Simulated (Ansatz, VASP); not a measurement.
**One calculation of Fe3Co, two programs**

File INCAR:

```
SYSTEM = Fe3Co
PREC = Accurate
ENCUT = 600
EDIFF = 1E-6
ISMEAR = 0
SIGMA = 0.1
LREAL = .FALSE.
LASPH = .TRUE.
NELM = 200
ALGO = Normal
ISIF = 2
LWAVE = .FALSE.
LCHARG = .FALSE.
ISPIN = 2
MAGMOM = 2.6 2.87 2.87 1.99
LORBIT = 11
LMAXMIX = 4
GGA = PS
NBANDS = 28
GGA_COMPAT = .FALSE.
```

Contents of KPOINTS:

```
regular mesh
0
G
  6 6 6
  0 0 0
```

Contents of POSCAR:

```
Fe3Co
1.0
    4.0235794450      0.0000000000      0.0000000000
    0.0000000000      4.0235794450      0.0000000000
    0.0000000000      0.0000000000      2.8277051700
Fe Co
3 1
Direct
    0.5000000000      0.5000000000      0.0000000000
    0.5000000000      0.0000000000      0.5000000000
    0.0000000000      0.5000000000      0.5000000000
    0.0000000000      0.0000000000      0.0000000000
```

Input for Ansatz:

```yaml
crystal:
  lattice:
    - [4.023579445, 0.0, 0.0]
    - [0.0, 4.023579445, 0.0]
    - [0.0, 0.0, 2.82770517]
  atoms:
    - { symbol: Fe, position: [0.5, 0.5, 0.0], spin: 2.6 }
    - { symbol: Fe, position: [0.5, 0.0, 0.5], spin: 2.87 }
    - { symbol: Fe, position: [0.0, 0.5, 0.5], spin: 2.87 }
    - { symbol: Co, position: [0.0, 0.0, 0.0], spin: 1.99 }
basis:
  ecutwfc: 420
kpoints:
  mp_grid: { grid: [6, 6, 6] }
hamiltonian:
  xc: pbesol
scf:
  occupations: { method: gaussian, width: 0.1 }
output:
  forces: true
  stress: true
  eigenvalues: true
  populations: true
magnetization:
  spin_polarized: true
```

Alike in both runs: task single point; functional PBEsol; k mesh 6 × 6 × 6; occupations gaussian, width 0.1 eV; collinear spin.

|  | VASP | Ansatz |
| --- | --- | --- |
| version | VASP 6.6.1 | Ansatz 0.2.0 |
| potentials or method | VASP PAW PBE potentials, release 64 (Fe, Co), cutoff 600 eV | scalar-relativistic, plane waves, PAW |
| valence electrons in the cell | 33 | 65 |

VASP gave:

| Item | Value |
| --- | --- |
| gap on the k mesh at the Fermi level (eV) | none |
| pressure (GPa) | -9.0 |
| traceless stress, the component that is largest in VASP (GPa) | -0.13 |
| net moment per atom (μB) | 2.26 |
| size of the moment on the site where the two differ most (μB) | 1.71 |

Which values does Ansatz return?

gap on the k mesh at the Fermi level (eV): none; pressure (GPa): -8.7; traceless stress, the component that is largest in VASP (GPa): -0.07; net moment per atom (μB): 2.26; size of the moment on the site where the two differ most (μB): 1.79.

VASP's potentials were made for PBE, not for PBEsol. Site moments also hang on the region over which each program counts them. A gap of «none» marks a metal or a gap that the smearing closes. VASP's potentials hold 33 valence electrons a cell and Ansatz's 65, so a difference there can come from the potentials and not from the codes.

The k mesh is coarse, so the values compare programs but aren't converged.
